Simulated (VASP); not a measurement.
# N2 in VASP: single point with LDA

Aim: the single point of N2 with LDA.

All numbers are computed with VASP 6.6.1; they aren't measurements. Logs are shortened: lines on timing, memory, paths and dates and some standing lists are left out, and cuts for length are marked.

### Step 1. The cell of the first run

The cell holds a cluster in a box, 2 atoms: a = 9.000 Å, b = 9.200 Å, c = 10.100 Å, α = 90.00°, β = 90.00°, γ = 90.00°.

### Step 2. Single point, LDA

INCAR reads:

```
SYSTEM = N
  PREC = Accurate
  ENCUT = 910
  EDIFF = 1E-6
  ISMEAR = -1
  SIGMA = 0.01
  LREAL = .FALSE.
  LASPH = .TRUE.
  NELM = 120
  ALGO = Normal
  ISIF = 2
  LWAVE = .FALSE.
  LCHARG = .TRUE.
  GGA = CA
  LELF = .TRUE.
  LVHAR = .TRUE.
  NBANDS = 12
  GGA_COMPAT = .FALSE.
```

KPOINTS reads:

```
regular mesh
0
G
  1 1 1
  0 0 0
```

POSCAR reads:

```
N
1.0
    9.0000000000      0.0000000000      0.0000000000
    0.0000000000      9.2000000000      0.0000000000
    0.0000000000      0.0000000000     10.1000000000
N
2
Direct
    0.5000000000      0.5000000000      0.4458810925
    0.5000000000      0.5000000000      0.5541189075
```

Potentials or basis: VASP PAW LDA potentials, release 64 (N_h).

Command:

```console
cat potpaw_LDA.64/N_h/POTCAR > POTCAR
mpirun -np 1 vasp_gam > vasp.out
```

OUTCAR:

```text
SYSTEM = N
   PREC = Accurate
   ENCUT = 910
   EDIFF = 1E-6
   ISMEAR = -1
   LREAL = .FALSE.
   LASPH = .TRUE.
   NELM = 120
   ISIF = 2
   GGA = CA

 ion  position               nearest neighbor table
   1  0.500  0.500  0.446-   2 1.09
   2  0.500  0.500  0.554-   1 1.09

  LATTYP: Found a simple orthorhombic cell.
 ALAT       =     9.0000000000
 B/A-ratio  =     1.0222222222
 C/A-ratio  =     1.1222222222

  Lattice vectors:

 A1 = (   9.0000000000,   0.0000000000,   0.0000000000)
 A2 = (   0.0000000000,   9.2000000000,   0.0000000000)
 A3 = (   0.0000000000,   0.0000000000,  10.1000000000)

Analysis of symmetry for initial positions (statically):
=====================================================================
 Subroutine PRICEL returns:
 Original cell was already a primitive cell.

 Routine SETGRP: Setting up the symmetry group for a
 simple orthorhombic supercell.

 Subroutine GETGRP returns: Found  8 space group operations
 (whereof  8 operations were pure point group operations)
 out of a pool of  8 trial point group operations.

The static configuration has the point symmetry D_2h.

Analysis of symmetry for dynamics (positions and initial velocities):
=====================================================================
 Subroutine PRICEL returns:
 Original cell was already a primitive cell.

 Routine SETGRP: Setting up the symmetry group for a
 simple orthorhombic supercell.

 Subroutine GETGRP returns: Found  8 space group operations
 (whereof  8 operations were pure point group operations)
 out of a pool of  8 trial point group operations.

The dynamic configuration has the point symmetry D_2h.

 Subroutine INISYM returns: Found  8 space group operations
 (whereof  8 operations are pure point group operations),
 and found     1 'primitive' translations

----------------------------------------------------------------------------------------

                                     Primitive cell

  volume of cell :     836.2800

  direct lattice vectors                    reciprocal lattice vectors
     9.000000000  0.000000000  0.000000000     0.111111111  0.000000000  0.000000000
     0.000000000  9.200000000  0.000000000     0.000000000  0.108695652  0.000000000
     0.000000000  0.000000000 10.100000000     0.000000000  0.000000000  0.099009901

  length of vectors
     9.000000000  9.200000000 10.100000000     0.111111111  0.108695652  0.099009901

  position of ions in fractional coordinates (direct lattice)
     0.500000000  0.500000000  0.445881093
     0.500000000  0.500000000  0.554118907

  ion indices of the primitive-cell ions
   primitive index   ion index
                 1           1
                 2           2

----------------------------------------------------------------------------------------

 KPOINTS: regular mesh

Automatic generation of k-mesh.
 Grid dimensions read from file:
 generate k-points for:    1    1    1

 Generating k-lattice:

  Cartesian coordinates                     Fractional coordinates (reciprocal lattice)
     0.111111111  0.000000000  0.000000000     1.000000000  0.000000000  0.000000000
     0.000000000  0.108695652  0.000000000     0.000000000  1.000000000  0.000000000
     0.000000000  0.000000000  0.099009901     0.000000000  0.000000000  1.000000000

  Length of vectors
     0.111111111  0.108695652  0.099009901

  Shift w.r.t. Gamma in fractional coordinates (k-lattice)
     0.000000000  0.000000000  0.000000000

 Subroutine IBZKPT returns following result:
 ===========================================

 Found      1 irreducible k-points:

 Following reciprocal coordinates:
            Coordinates               Weight
  0.000000  0.000000  0.000000      1.000000
   k-points           NKPTS =      1   k-points in BZ     NKDIM =      1   number of bands    NBANDS=     12
   number of dos      NEDOS =    301   number of ions     NIONS =      2
   total plane-waves  NPLWV = 864000
   dimension x,y,z NGX =    90 NGY =   96 NGZ =  100
   dimension x,y,z NGXF=   180 NGYF=  192 NGZF=  200
   ions per type =               2
   NGX,Y,Z   is equivalent  to a cutoff of  16.62, 17.35, 16.46 a.u.
   NGXF,Y,Z  is equivalent  to a cutoff of  33.25, 34.69, 32.92 a.u.
 SYSTEM =  N
   PREC   = accura    normal or accurate (medium, high low for compatibility)
   ISTART =      0    job   : 0-new  1-cont  2-samecut
   ICHARG =      2    charge: 1-file 2-atom 10-const
   ISPIN  =      1    spin polarized calculation?
   LNONCOLLINEAR =      F non collinear calculations
   LSORBIT =      F    spin-orbit coupling
   LASPH  =      T    aspherical Exc in radial PAW
   ENCUT  =  910.0 eV  66.88 Ry    8.18 a.u.  22.14 22.63 24.84*2*pi/ulx,y,z
   NELM   =    120;   NELMIN=  2; NELMDL= -5     # of ELM steps
   EDIFF  = 0.1E-05   stopping-criterion for ELM
   LREAL  =      F    real-space projection
   EDIFFG = 0.1E-04   stopping-criterion for IOM
   NSW    =      0    number of steps for IOM
   IBRION =     -1    ionic relax: 0-MD 1-quasi-New 2-CG
   NFREE  =      0    steps in history (QN), initial steepest desc. (CG)
   ISIF   =      2    stress and relaxation
   ISYM   =      2    0-nonsym 1-usesym 2-fastsym
   POTIM  = 0.5000    time-step for ionic-motion
   TEBEG  =    0.0;   TEEND  =   0.0 temperature during run
   PSTRESS=    0.0 pullay stress
   NELECT =      10.0000    total number of electrons
   NUPDOWN=      -1.0000    fix difference up-down
   EMIN   =  10.00;   EMAX   =-10.00  energy-range for DOS
   EFERMI =   0.00;   METHOD = LEGACY
   ISMEAR =    -1;   SIGMA  =   0.01  broadening in eV -4-tet -1-fermi 0-gaus
   EFERMI_NEDOS =   21; number of points for ismear=-14 and -15
   IALGO  =     38    algorithm
   IMIX   =      4    mixing-type and parameters
     AMIX     =   0.40;   BMIX     =  1.00
     AMIX_MAG =   1.60;   BMIX_MAG =  1.00
  volume/ion in A,a.u.               =     418.14      2821.75
  Fermi-wavevector in a.u.,A,eV,Ry     =   0.374361  0.707440  1.906807  0.140146
  Thomas-Fermi vector in A             =   1.304666
   LORBIT       =      0    0 simple, 1 ext, 2 COOP (PROOUT), +10 PAW based schemes
   GGA     = CA    functional components
   LHFCALC =     F    Hartree Fock is set to
   AEXX    =    0.0000 exact exchange contribution
   IVDW    =     0    specifies the selected vdW correction
   LEPSILON=     F    determine dielectric tensor
   LRPA    =     F    only Hartree local field effects (RPA)
 non-spin polarized calculation
  energy-cutoff  :      910.00
  volume of cell :      836.28
 maximum number of plane-waves:     26063
 NGX is ok and might be reduce to    90
   NGX = 45   NGY = 45   NGZ = 49

 number of electron      10.0000000 magnetization

 Free energy of the ion-electron system (eV)
  ---------------------------------------------------
  ext. energy  EPLUGINS =         0.00000000
  ---------------------------------------------------
  free energy    TOTEN  =       -17.62953902 eV

  energy without entropy =      -17.62953902  energy(sigma->0) =      -17.62953902

 E-fermi :  -9.9323     XC(G=0):  -0.6719

 val. band max:      -10.1996277863   @ k =   0.0000   0.0000   0.0000
 cond. band min:      -1.9453254589   @ k =   0.0000   0.0000   0.0000
 fundamental gap:      8.2543023274
 Fermi energy:        -9.9323328651

 k-point     1 :       0.0000    0.0000    0.0000
  band No.  band energies     occupation
      1     -28.1334      2.00000
      2     -13.1988      2.00000
      3     -11.7221      2.00000
      4     -11.7221      2.00000
      5     -10.1996      2.00000
      6      -1.9453      0.00000
      7      -1.9451      0.00000
      8      -0.1274      0.00000
      9       1.2490      0.00000
     10       1.3155      0.00000
     11       1.4345      0.00000
     12       1.5040      0.00000

------------------------ aborting loop because EDIFF is reached ----------------------------------------

  FORCE on cell =-STRESS in cart. coord.  units (eV):
  Direction    XX          YY          ZZ          XY          YZ          ZX
  --------------------------------------------------------------------------------------
  -------------------------------------------------------------------------------------
  Total       -0.0673857     -0.0660893      0.2746153      0.0000000      0.0000000      0.0000000
  in kB       -0.1291001     -0.1266165      0.5261185      0.0000000      0.0000000      0.0000000
  external PRESSURE =       0.0901339 kB  Pullay stress =       0.0000000 kB

 VOLUME and BASIS-vectors are now :
 -----------------------------------------------------------------------------
  energy-cutoff  :      910.00
  volume of cell :      836.28
      direct lattice vectors                 reciprocal lattice vectors
     9.000000000  0.000000000  0.000000000     0.111111111  0.000000000  0.000000000
     0.000000000  9.200000000  0.000000000     0.000000000  0.108695652  0.000000000
     0.000000000  0.000000000 10.100000000     0.000000000  0.000000000  0.099009901

 POSITION                                       TOTAL-FORCE (eV/Angst)
 -----------------------------------------------------------------------------------
      4.50000      4.60000      4.50340         0.000000      0.000000     -0.317982
      4.50000      4.60000      5.59660         0.000000      0.000000      0.317982
 -----------------------------------------------------------------------------------
    total drift:                                0.000000     -0.000000      0.000000

  FREE ENERGIE OF THE ION-ELECTRON SYSTEM (eV)
  ---------------------------------------------------
  free  energy   TOTEN  =       -17.6295390184 eV

  energy  without entropy=      -17.6295390184  energy(sigma->0) =      -17.62953902
```

Wall time 2.2 min (1 thread of AMD EPYC 7R43 (Zen 3), shared host); peak memory 0.79 GiB.

What came out:

```
Free energy   : -17.6295 eV
Largest force : 0.318 eV/Å
```

Forces in eV/Å, atoms in the order of the input:
```
N    0.000  0.000 -0.318
N    0.000  0.000  0.318
```

Caveat: the cutoff is under 1.25 times the usual one of these potentials, so pressure, stress and relaxed cells hold a basis-set (Pulay) error.
